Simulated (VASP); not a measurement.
A run of VASP 6.6.1:

File INCAR:

```
ALGO = Normal ; EDIFF = 1E-6
ENCUT = 520 ; GGA = PE
ISIF = 2 ; ISMEAR = 0
LASPH = T ; LCHARG = T
LELF = T ; LREAL = F
LVHAR = T ; LWAVE = F
NBANDS = 24 ; NELM = 100
PREC = Accurate ; SIGMA = 0.1
```

File KPOINTS:

```
k-points
0
Gamma
  6 6 6
```

POSCAR

```
KGaH6
1.0
   -2.8743980956      4.6902416853      2.3805130369
    2.8743980956     -4.6902416853      2.3805130369
    2.8743980956      4.6902416853     -2.3805130369
K Ga H
1 1 6
Direct
    0.5000000000      0.5000000000      0.0000000000
    0.0000000000      0.5000000000      0.5000000000
    0.1215601043      0.9310725973      0.0526327016
    0.8784398957      0.9310725973      0.8095124931
    0.1215601043      0.0689274027      0.1904875069
    0.8784398957      0.0689274027      0.9473672984
    0.1619959497      0.5000000000      0.6619959497
    0.8380040503      0.5000000000      0.3380040503
```

Potentials or basis: VASP PAW PBE potentials, release 64 (K_sv, Ga_d, H).

Run with:

```bash
$ cat potpaw_PBE.64/K_sv/POTCAR potpaw_PBE.64/Ga_d/POTCAR potpaw_PBE.64/H/POTCAR > POTCAR
$ mpirun -np 1 vasp_std > vasp.out
```

Hardware: 1 thread of Intel(R) Xeon(R) Platinum 8259CL CPU @ 2.50GHz (Skylake/Cascade Lake), on a shared host.

Task: How long does it take, and how much memory?

Result: It took 2.6 min on 1 thread of Intel(R) Xeon(R) Platinum 8259CL CPU @ 2.50GHz (Skylake/Cascade Lake), on a shared host, peak memory 0.4 GiB. Counts: scf iterations 14, k points 46.
